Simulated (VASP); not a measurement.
# Pt (Im-3m) in VASP: further runs

Pt is run at these levels: PBE; tasks: single point.

All numbers are computed with VASP 6.6.1; they aren't measurements. Logs are shortened: lines on timing, memory, paths and dates and some standing lists are left out, and cuts for length are marked.

### Step 1. The cell of the first run

The structure is cubic, space group Im-3m (No. 229). The conventional cell has a = 3.104 Å, b = 3.104 Å, c = 3.104 Å, α = 90.00°, β = 90.00°, γ = 90.00°. Pt (site symmetry m-3m) has 14 Pt at 2.69 to 3.10 Å within 3.5 Å.

### Step 2. Single point, PBE (volume scaled by 0.94)

INCAR

```
SYSTEM = Pt
PREC = Accurate
ENCUT = 520
EDIFF = 1E-7
ISMEAR = -1
SIGMA = 0.05
LREAL = .False.
LASPH = .True.
NELM = 100
ALGO = Normal
ISIF = 2
LWAVE = .False.
LCHARG = .True.
GGA = PE
LELF = .True.
LVHAR = .True.
NBANDS = 11
```

KPOINTS

```
regular mesh
0
Gamma
  12 12 12
  0 0 0
```

POSCAR

```
Pt
1.0
   -1.5518799051      1.5518799051      1.5518799051
    1.5518799051     -1.5518799051      1.5518799051
    1.5518799051      1.5518799051     -1.5518799051
Pt
1
Direct
    0.0000000000      0.0000000000      0.0000000000
```

Potentials or basis: VASP PAW PBE potentials, release 64 (Pt).

Run with:

```bash
$ cat potpaw_PBE.64/Pt/POTCAR > POTCAR
$ mpirun -np 1 vasp_std > vasp.out
```

OUTCAR:

```text
SYSTEM = Pt
   PREC = Accurate
   ENCUT = 520
   EDIFF = 1E-7
   ISMEAR = -1
   LREAL = .False.
   LASPH = .True.
   NELM = 100
   ISIF = 2
   GGA = PE

 ion  position               nearest neighbor table
   1  0.000  0.000  0.000-

  LATTYP: Found a body centered cubic cell.
 ALAT       =     3.1037598102

  Lattice vectors:

 A1 = (  -1.5518799051,   1.5518799051,   1.5518799051)
 A2 = (   1.5518799051,  -1.5518799051,   1.5518799051)
 A3 = (   1.5518799051,   1.5518799051,  -1.5518799051)

Analysis of symmetry for initial positions (statically):
=====================================================================
 Subroutine PRICEL returns:
 Original cell was already a primitive cell.

 Routine SETGRP: Setting up the symmetry group for a
 body centered cubic supercell.

 Subroutine GETGRP returns: Found 48 space group operations
[... 9 lines left out ...]

 Routine SETGRP: Setting up the symmetry group for a
 body centered cubic supercell.

 Subroutine GETGRP returns: Found 48 space group operations
[... 11 lines left out ...]
                                     Primitive cell

  volume of cell :      14.9498

  direct lattice vectors                    reciprocal lattice vectors
    -1.551879905  1.551879905  1.551879905     0.000000000  0.322189880  0.322189880
     1.551879905 -1.551879905  1.551879905     0.322189880  0.000000000  0.322189880
     1.551879905  1.551879905 -1.551879905     0.322189880  0.322189880  0.000000000

  length of vectors
     2.687934843  2.687934843  2.687934843     0.455645298  0.455645298  0.455645298

  position of ions in fractional coordinates (direct lattice)
     0.000000000  0.000000000  0.000000000

  ion indices of the primitive-cell ions
   primitive index   ion index
                 1           1

----------------------------------------------------------------------------------------

 KPOINTS: regular mesh

Automatic generation of k-mesh.
 Grid dimensions read from file:
 generate k-points for:   12   12   12

 Generating k-lattice:

  Cartesian coordinates                     Fractional coordinates (reciprocal lattice)
     0.000000000  0.026849157  0.026849157     0.083333333  0.000000000  0.000000000
     0.026849157  0.000000000  0.026849157     0.000000000  0.083333333  0.000000000
     0.026849157  0.026849157  0.000000000     0.000000000  0.000000000  0.083333333

  Length of vectors
     0.037970441  0.037970441  0.037970441

  Shift w.r.t. Gamma in fractional coordinates (k-lattice)
     0.000000000  0.000000000  0.000000000

 Subroutine IBZKPT returns following result:
 ===========================================

 Found     72 irreducible k-points:

 Following reciprocal coordinates:
            Coordinates               Weight
  0.000000  0.000000  0.000000      1.000000
  0.083333  0.000000  0.000000     12.000000
  0.166667  0.000000  0.000000     12.000000
  0.250000  0.000000  0.000000     12.000000
  0.333333  0.000000  0.000000     12.000000
  0.416667  0.000000  0.000000     12.000000
[... 16 lines left out ...]
  0.333333  0.083333  0.083333     24.000000
  0.416667  0.083333  0.083333     12.000000
 [... further k-points ...]
   k-points           NKPTS =     72   k-points in BZ     NKDIM =     72   number of bands    NBANDS=     11
   number of dos      NEDOS =    301   number of ions     NIONS =      1
   total plane-waves  NPLWV =   8000
   dimension x,y,z NGX =    20 NGY =   20 NGZ =   20
   dimension x,y,z NGXF=    40 NGYF=   40 NGZF=   40
   ions per type =               1
   NGX,Y,Z   is equivalent  to a cutoff of  12.37, 12.37, 12.37 a.u.
   NGXF,Y,Z  is equivalent  to a cutoff of  24.74, 24.74, 24.74 a.u.
 SYSTEM =  Pt
   PREC   = accura    normal or accurate (medium, high low for compatibility)
   ISTART =      0    job   : 0-new  1-cont  2-samecut
   ICHARG =      2    charge: 1-file 2-atom 10-const
   ISPIN  =      1    spin polarized calculation?
   LNONCOLLINEAR =      F non collinear calculations
   LSORBIT =      F    spin-orbit coupling
   LASPH  =      T    aspherical Exc in radial PAW
   ENCUT  =  520.0 eV  38.22 Ry    6.18 a.u.   5.00  5.00  5.00*2*pi/ulx,y,z
   NELM   =    100;   NELMIN=  2; NELMDL= -5     # of ELM steps
   EDIFF  = 0.1E-06   stopping-criterion for ELM
   LREAL  =      F    real-space projection
   EDIFFG = 0.1E-05   stopping-criterion for IOM
   NSW    =      0    number of steps for IOM
   IBRION =     -1    ionic relax: 0-MD 1-quasi-New 2-CG
   NFREE  =      0    steps in history (QN), initial steepest desc. (CG)
   ISIF   =      2    stress and relaxation
   ISYM   =      2    0-nonsym 1-usesym 2-fastsym
   POTIM  = 0.5000    time-step for ionic-motion
   TEBEG  =    0.0;   TEEND  =   0.0 temperature during run
   PSTRESS=    0.0 pullay stress
   NELECT =      10.0000    total number of electrons
   NUPDOWN=      -1.0000    fix difference up-down
   EMIN   =  10.00;   EMAX   =-10.00  energy-range for DOS
   EFERMI =   0.00;   METHOD = LEGACY
   ISMEAR =    -1;   SIGMA  =   0.05  broadening in eV -4-tet -1-fermi 0-gaus
   EFERMI_NEDOS =   21; number of points for ismear=-14 and -15
   IALGO  =     38    algorithm
   IMIX   =      4    mixing-type and parameters
     AMIX     =   0.40;   BMIX     =  1.00
     AMIX_MAG =   1.60;   BMIX_MAG =  1.00
  volume/ion in A,a.u.               =      14.95       100.89
  Fermi-wavevector in a.u.,A,eV,Ry     =   1.431737  2.705592 27.890204  2.049872
  Thomas-Fermi vector in A             =   2.551441
   LORBIT       =      0    0 simple, 1 ext, 2 COOP (PROOUT), +10 PAW based schemes
   GGA     = PE    functional components
   LHFCALC =     F    Hartree Fock is set to
   AEXX    =    0.0000 exact exchange contribution
   IVDW    =     0    specifies the selected vdW correction
   LEPSILON=     F    determine dielectric tensor
   LRPA    =     F    only Hartree local field effects (RPA)
 non-spin polarized calculation
  energy-cutoff  :      520.00
  volume of cell :       14.95
 maximum number of plane-waves:       420
   NGX =  9   NGY =  9   NGZ =  9

 number of electron      10.0000000 magnetization

 Free energy of the ion-electron system (eV)
  ---------------------------------------------------
  ext. energy  EPLUGINS =         0.00000000
  ---------------------------------------------------
  free energy    TOTEN  =        -5.98178703 eV

  energy without entropy =       -5.97638227  energy(sigma->0) =       -5.97908465

 E-fermi :  11.1301     XC(G=0): -13.5343

 val. band max:       11.0833676809   @ k =   0.5000   0.5000   0.4167
 cond. band min:      11.1800378684   @ k =  -0.4167  -0.4167   0.1667
 fundamental gap:      0.0966701874
 Fermi energy:        11.1300562814

 k-point     1 :       0.0000    0.0000    0.0000
  band No.  band energies     occupation
      1       1.1325      2.00000
      2       7.4267      2.00000
      3       7.4267      2.00000
      4       7.4267      2.00000
      5      10.1189      2.00000
      6      10.1189      2.00000
      7      28.2839      0.00000
      8      28.2839      0.00000
      9      28.2839      0.00000
     10      39.0279      0.00000
     11      39.0279      0.00000

 k-point     2 :       0.0833    0.0000    0.0000
  band No.  band energies     occupation
      1       1.4291      2.00000
      2       7.3062      2.00000
      3       7.4234      2.00000
      4       7.6707      2.00000
      5       9.9658      2.00000
      6      10.1271      2.00000
      7      28.4236      0.00000
      8      28.5585      0.00000
      9      28.7306      0.00000
     10      36.2664      0.00000
     11      36.9445      0.00000

 k-point     3 :       0.1667    0.0000    0.0000
  band No.  band energies     occupation
      1       2.2537      2.00000
      2       6.9915      2.00000
      3       7.3881      2.00000
      4       8.3781      2.00000
      5       9.7041      2.00000
      6      10.1608      2.00000
      7      28.3975      0.00000
      8      28.4958      0.00000
      9      30.0029      0.00000
     10      34.4553      0.00000
     11      34.5637      0.00000

 k-point     4 :       0.2500    0.0000    0.0000
  band No.  band energies     occupation
      1       3.3272      2.00000
      2       6.5912      2.00000
      3       7.4592      2.00000
      4       9.4649      2.00000
      5       9.6521      2.00000
      6      10.2337      2.00000
      7      26.2246      0.00000
      8      27.3775      0.00000
      9      31.9142      0.00000
     10      33.7191      0.00000
     11      34.4570      0.00000

 k-point     5 :       0.3333    0.0000    0.0000
  band No.  band energies     occupation
      1       4.0227      2.00000
      2       6.2198      2.00000
      3       8.2684      2.00000
      4       9.8426      2.00000
      5      10.3406      2.00000
      6      10.7530      1.99894
      7      22.7960      0.00000
      8      25.9343      0.00000
      9      30.6894      0.00000
     10      34.1623      0.00000
     11      35.4009      0.00000
[... 211 lines left out ...]
 k-point    21 :       0.1667    0.0833    0.0833
  band No.  band energies     occupation
      1       3.8441      2.00000
      2       6.5050      2.00000
      3       6.7737      2.00000
      4       9.8501      2.00000
      5      10.1678      2.00000
      6      10.5140      1.99999
      7      26.2732      0.00000
      8      27.2410      0.00000
      9      28.7362      0.00000
     10      30.8567      0.00000
     11      37.7901      0.00000

 k-point    22 :       0.2500    0.0833    0.0833
  band No.  band energies     occupation
      1       4.5870      2.00000
      2       6.1686      2.00000
      3       7.3045      2.00000
      4       9.9312      2.00000
      5      10.3432      2.00000
      6      12.1028      0.00000
      7      22.5984      0.00000
      8      25.8462      0.00000
      9      27.3873      0.00000
     10      32.7858      0.00000
     11      38.2741      0.00000

 k-point    23 :       0.3333    0.0833    0.0833
  band No.  band energies     occupation
      1       4.6587      2.00000
      2       5.9508      2.00000
      3       8.6317      2.00000
      4      10.0576      2.00000
      5      10.4619      2.00000
      6      13.7176      0.00000
      7      19.3155      0.00000
      8      24.8500      0.00000
      9      26.1775      0.00000
     10      34.8566      0.00000
     11      36.7223      0.00000

 k-point    24 :       0.4167    0.0833    0.0833
  band No.  band energies     occupation
      1       4.6142      2.00000
      2       5.8758      2.00000
      3       9.4229      2.00000
      4      10.0839      2.00000
      5      10.5052      1.99999
      6      14.7387      0.00000
      7      17.5881      0.00000
      8      24.4941      0.00000
      9      25.6373      0.00000
     10      35.9199      0.00000
     11      36.1306      0.00000

 [... further k-points ...]
[... 5 lines left out ...]
  --------------------------------------------------------------------------------------
  -------------------------------------------------------------------------------------
  Total        1.4153445      1.4153445      1.4153445     -0.0000000     -0.0000000      0.0000000
  in kB      151.6835253    151.6835253    151.6835253     -0.0000000     -0.0000000      0.0000000
  external PRESSURE =     151.6835253 kB  Pullay stress =       0.0000000 kB

 VOLUME and BASIS-vectors are now :
 -----------------------------------------------------------------------------
  energy-cutoff  :      520.00
  volume of cell :       14.95
      direct lattice vectors                 reciprocal lattice vectors
    -1.551879905  1.551879905  1.551879905     0.000000000  0.322189880  0.322189880
     1.551879905 -1.551879905  1.551879905     0.322189880  0.000000000  0.322189880
     1.551879905  1.551879905 -1.551879905     0.322189880  0.322189880  0.000000000

 POSITION                                       TOTAL-FORCE (eV/Angst)
 -----------------------------------------------------------------------------------
      0.00000      0.00000      0.00000         0.000000     -0.000000     -0.000000
 -----------------------------------------------------------------------------------
    total drift:                               -0.000000     -0.000000      0.000000

  FREE ENERGIE OF THE ION-ELECTRON SYSTEM (eV)
  ---------------------------------------------------
  free  energy   TOTEN  =        -5.9817870260 eV

  energy  without entropy=       -5.9763822731  energy(sigma->0) =       -5.97908465
```

Run time: 23 s. Hardware: 1 thread of AMD EPYC 7R13, shared host; peak memory 0.1 GiB.

Results:

| Item | Value |
| --- | --- |
| Free energy | -5.9818 eV |
| Pressure | 15.2 GPa |
| Band gap on the k mesh | zero (band 5 reaches 12.35 eV, above the bottom of band 6 at 9.95 eV) |

Caveat: the cell differs from its parent crystal (volume scaled by 0.94); spin-orbit coupling is left out, which moves the levels of the heavy elements.

### Step 3. Single point, PBE

This run uses another cell than the first one, of 15.90 Å³/atom, 1.064 times its volume.

INCAR

```
ALGO     = Normal         # electronic algorithm
EDIFF    = 1E-6           # SCF threshold, eV
ENCUT    = 520            # plane-wave cutoff, eV
GGA      = PE             # functional
ISIF     = 2              # what is computed and relaxed
ISMEAR   = -1             # smearing method
LASPH    = True           # aspherical terms in the spheres
LCHARG   = True           # write CHGCAR
LELF     = True           # ELF
LREAL    = False          # projectors in reciprocal space
LVHAR    = True         
LWAVE    = False          # write WAVECAR
NBANDS   = 11             # bands
NELM     = 80             # most SCF steps
PREC     = Accurate       # precision mode
SIGMA    = 0.05           # smearing width, eV
```

KPOINTS

```
k-points
0
Gamma
  12 12 12
```

POSCAR

```
Pt
1.0
   -1.5842200000      1.5842200000      1.5842200000
    1.5842200000     -1.5842200000      1.5842200000
    1.5842200000      1.5842200000     -1.5842200000
Pt
1
Direct
    0.0000000000      0.0000000000      0.0000000000
```

Potentials or basis: VASP PAW PBE potentials, release 64 (Pt).

Run with:

```bash
$ cat potpaw_PBE.64/Pt/POTCAR > POTCAR
$ mpirun -np 1 vasp_std > vasp.out
```

Run time: 21 s. Hardware: 1 thread of AMD EPYC 7R13, shared host; peak memory 0.1 GiB.

It converged, with:

| Quantity | Value |
| --- | --- |
| Free energy | -6.0192 eV |
| Pressure | -1.8 GPa |
| Band gap on the k mesh | zero (band 5 reaches 11.08 eV, above the bottom of band 6 at 8.94 eV) |

Levels at points of the mesh, in eV from the Fermi level:
```
           k point  band 3  band 4  band 5  band 6  band 7  band 8
(0.00, 0.00, 0.00)   -3.37   -3.37   -0.92   -0.92   17.17   17.17
(0.50, 0.00, 0.00)   -1.09   -0.60    0.36    1.10    6.31   13.34
(0.50, 0.50, 0.50)    0.59    0.59    0.59    7.73    7.73    7.73
```

Caveat: spin-orbit coupling is left out, which moves the levels of the heavy elements.

### Step 4. Single point, PBE (volume scaled by 1.02)

INCAR

```
ALGO = Fast
EDIFF = 1E-6
ENCUT = 520
GGA = PE
ISIF = 2
ISMEAR = -1
LASPH = True
LCHARG = False
LREAL = False
LWAVE = False
NBANDS = 11
NELM = 100
PREC = Accurate
SIGMA = 0.05
```

KPOINTS is that of step 3.

POSCAR

```
Pt
1.0
   -1.5947118289      1.5947118289      1.5947118289
    1.5947118289     -1.5947118289      1.5947118289
    1.5947118289      1.5947118289     -1.5947118289
Pt
1
Direct
    0.0000000000      0.0000000000      0.0000000000
```

Run with:

```bash
$ cat potpaw_PBE.64/Pt/POTCAR > POTCAR
$ mpirun -np 1 vasp_std > vasp.out
```

It took 35 s on 1 thread of AMD EPYC 7R13, shared host; peak memory 0.12 GiB.

It converged, with:

```
Free energy            : -6.0115 eV
Pressure               : -6.1 GPa
Band gap on the k mesh : zero (band 5 reaches 10.69 eV, above the bottom of band 6 at 8.64 eV)
```

Levels at points of the mesh, in eV from the Fermi level:
```
           k point  band 3  band 4  band 5  band 6  band 7  band 8
(0.00, 0.00, 0.00)   -3.27   -3.27   -0.89   -0.89   17.17   17.17
(0.50, 0.00, 0.00)   -1.06   -0.59    0.42    1.06    6.14   13.33
(0.50, 0.50, 0.50)    0.56    0.56    0.56    7.68    7.68    7.68
```

Caveat: the cell differs from its parent crystal (volume scaled by 1.02); spin-orbit coupling is left out, which moves the levels of the heavy elements.

### Step 5. Summary

```tsv
cell	gap on the mesh (eV)	pressure (GPa)
a = 2.688 Å, angles 109.5°, 1 atom	none	15.2
a = 2.744 Å, angles 109.5°, 1 atom	none	-1.8
a = 2.762 Å, angles 109.5°, 1 atom	none	-6.1
```

Alike in all rows: task single point; level PBE; potentials or basis VASP PAW PBE potentials, release 64 (Pt); no spin polarisation; k mesh 12 × 12 × 12; cutoff (eV) 520; smearing fermi-dirac 0.05 eV.

Caveats: spin-orbit coupling is left out, which moves the levels of the heavy elements.

Absolute energies hang on the potentials; compare differences alone.
